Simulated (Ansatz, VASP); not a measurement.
## Two plane-wave programs on In3Se

```xyz
4
Lattice="4.3126 0.0000 0.0000 0.0000 4.5879 0.0000 0.0000 0.0000 4.5879" Properties=species:S:1:pos:R:3 pbc="T T T"
In    0.0000    2.2939    2.2939
In    2.1563    0.0000    2.2939
In    2.1563    2.2939    0.0000
Se    0.0000    0.0000    0.0000
```

Change from the starting cell: strain -0.0600 x Voigt [1, 0, 0, 0, 0, 0], atoms carried along.

Alike in both runs: task single point; functional PBEsol; dispersion D3(BJ); k mesh 10 × 10 × 10; occupations gaussian, width 0.15 eV; no spin polarisation.

|  | VASP | Ansatz |
| --- | --- | --- |
| version | VASP 6.6.1 | Ansatz 0.2.0 |
| potentials or method | VASP PAW PBE potentials, release 64 (In_d, Se), cutoff 520 eV | scalar-relativistic, plane waves, PAW |
| valence electrons in the cell | 45 | 55 |

```csv
,VASP,Ansatz,Ansatz less VASP
gap on the k mesh at the Fermi level (eV),none,none,-
pressure (GPa),3.6,3.6,-0.01
```

VASP's potentials were made for PBE, not for PBEsol. A gap of «none» marks a metal or a gap that the smearing closes. VASP's potentials hold 45 valence electrons a cell and Ansatz's 55, so a difference there can come from the potentials and not from the codes.
